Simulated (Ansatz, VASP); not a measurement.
**One calculation of C, two programs**

```xyz
2
Lattice="0.0000 1.7834 1.7834 1.7834 0.0000 1.7834 1.7834 1.7834 0.0000" Properties=species:S:1:pos:R:3 pbc="T T T"
C     2.6751    2.6751    2.6751
C     1.7834    1.7834    1.7834
```

Alike in both runs: task single point; functional PBE; k mesh 13 × 13 × 13; occupations gaussian, width 0.019 eV; no spin polarisation.

|  | VASP | Ansatz |
| --- | --- | --- |
| version | VASP 6.6.1 | Ansatz 0.2.0 |
| potentials or method | VASP PAW PBE potentials, release 64 (C), cutoff 520 eV | all-electron LAPW, scalar-relativistic |

VASP gave:

| Item | Value |
| --- | --- |
| gap on the k mesh at the Fermi level (eV) | 4.14 |
| least direct gap on the mesh (eV) | 5.59 |
| pressure (GPa) | 2.5 |

What did Ansatz give for the same quantities?

gap on the k mesh at the Fermi level (eV): 4.15; least direct gap on the mesh (eV): 5.60; pressure (GPa): 1.8.

Ansatz ran all-electron here, and VASP with PAW potentials.
